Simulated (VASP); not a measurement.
Wanted: the native input for a VASP 6.6.1 run.

```
Task                            : G0W0 quasiparticle levels
Functional                      : PBE
Potentials or basis             : VASP PAW PBE potentials, release 64 (Na_sv_GW, F_GW)
Cutoff                          : 500 eV
k mesh                          : 6 × 6 × 6
Occupations                     : gaussian, width 0.01 eV
Spin                            : no spin polarisation
Dipole correction               : no
GW scheme                       : G0W0
GW iterations                   : 1
Cutoff of the response function : 120
Frequency points                : 96
Empty bands                     : 72
Further INCAR settings          : ALGO = EVGW0; EDIFF = 1e-08; NBANDS = 80
```

The system is NaF.

```
Na F
1.0
     0.00000    2.29724    2.29724
     2.29724    0.00000    2.29724
     2.29724    2.29724    0.00000
Na F
1 1
Direct
  0.00000 0.00000 0.00000
  0.50000 0.50000 0.50000
```

One way to write it, as run:

POSCAR

```
NaF
1.0
    0.0000000000      2.2972417820      2.2972417820
    2.2972417820      0.0000000000      2.2972417820
    2.2972417820      2.2972417820      0.0000000000
Na F
1 1
Direct
    0.0000000000      0.0000000000      0.0000000000
    0.5000000000      0.5000000000      0.5000000000
```

INCAR.step1

```
PREC = Accurate
ENCUT = 500
EDIFF = 1E-8
ISMEAR = 0
SIGMA = 0.01
LREAL = False
LASPH = True
NELM = 60
ALGO = Normal
LWAVE = True
LCHARG = False
GGA = PE
```

INCAR.step2

```
PREC = Accurate
ENCUT = 500
EDIFF = 1E-8
ISMEAR = 0
SIGMA = 0.01
LREAL = False
LASPH = True
NELM = 1
ALGO = Exact
LWAVE = True
LCHARG = False
GGA = PE
NBANDS = 80
LOPTICS = True
ISTART = 1
```

INCAR.step3

```
PREC = Accurate
ENCUT = 500
EDIFF = 1E-8
ISMEAR = 0
SIGMA = 0.01
LREAL = False
LASPH = True
ALGO = EVGW0
LWAVE = False
LCHARG = False
GGA = PE
NELMGW = 1
NBANDS = 80
ENCUTGW = 120.0
NOMEGA = 96
PRECFOCK = Fast
ISTART = 1
NBANDSGW = 16
OMEGAMAX = 20
```

KPOINTS

```
Automatic mesh
0
Gamma
  6 6 6
```

Potentials or basis: VASP PAW PBE potentials, release 64 (Na_sv_GW, F_GW).

Launch:

```sh
$ cat potpaw_PBE.64/Na_sv_GW/POTCAR potpaw_PBE.64/F_GW/POTCAR > POTCAR
$ cp INCAR.step1 INCAR
$ mpirun -np 1 vasp_std > vasp.out
$ cp INCAR.step2 INCAR
$ mpirun -np 1 vasp_std > vasp.out
$ cp INCAR.step3 INCAR
$ mpirun -np 1 vasp_std > vasp.out
```

Results of the run:

```json
{
 "Quasiparticle gap": "10.62 eV",
 "Least direct quasiparticle gap": "10.62 eV",
 "Band gap of the starting levels on the mesh": "6.47 eV",
 "Least direct gap of the starting levels on the mesh": "6.47 eV"
}
```

Caveat: the k points lie up to 0.39 Å⁻¹ apart; bands, screening cutoff and mesh are small and nothing is extrapolated, so the quasiparticle values aren't converged.

Run time: 5.5 min on 1 thread of AMD EPYC 7R13 Processor (Zen 3), with other jobs on the host, peak memory 0.38 GiB.
